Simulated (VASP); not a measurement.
The system is Al.

```xyz
1
Lattice="-1.4263 1.4601 1.9889 1.4263 -1.4601 1.9889 1.4263 1.4601 -1.9889" Properties=species:S:1:pos:R:3 pbc="T T T"
Al    0.0000    0.0000    1.9889
```

```yaml
Program: VASP 6.6.1
Task: relaxation of cell and atoms
Functional: PBE
Potentials_or_basis: VASP PAW PBE potentials, release 64 (Al)
Cutoff: 600 eV
k_mesh: 8 × 8 × 8
Occupations: gaussian, width 0.1 eV
Spin: no spin polarisation
```

At the start: pressure -0.3 GPa; volume 16.57 Å³/atom.

Where does the relaxation end?

Over 5 steps the energy falls by 3.1 meV/atom and the volume is 16.53 Å³/atom (-0.2 %); space group I4/mmm (No. 139, to 0.1 Å) before, Fm-3m (No. 225, to 0.1 Å).

Step by step:
| step | energy change (eV) | largest force (eV/Å) | pressure (GPa) | volume (Å³) |
| --- | --- | --- | --- | --- |
| 1 | 0.0000 | 0.0000 | -0.28 | 16.57 |
| 2 | -0.0024 | 0.0000 | 0.16 | 16.50 |
| 3 | -0.0025 | 0.0000 | 0.10 | 16.51 |
| 4 | -0.0030 | 0.0000 | 0.01 | 16.52 |
| 5 | -0.0031 | 0.0000 | -0.05 | 16.53 |

Final structure:
```
Al
1.0
    -1.41542    1.44714    2.01756
     1.41542   -1.44714    2.01756
     1.41542    1.44714   -2.01756
Al
1
Direct
  0.50000 0.50000 0.00000
```
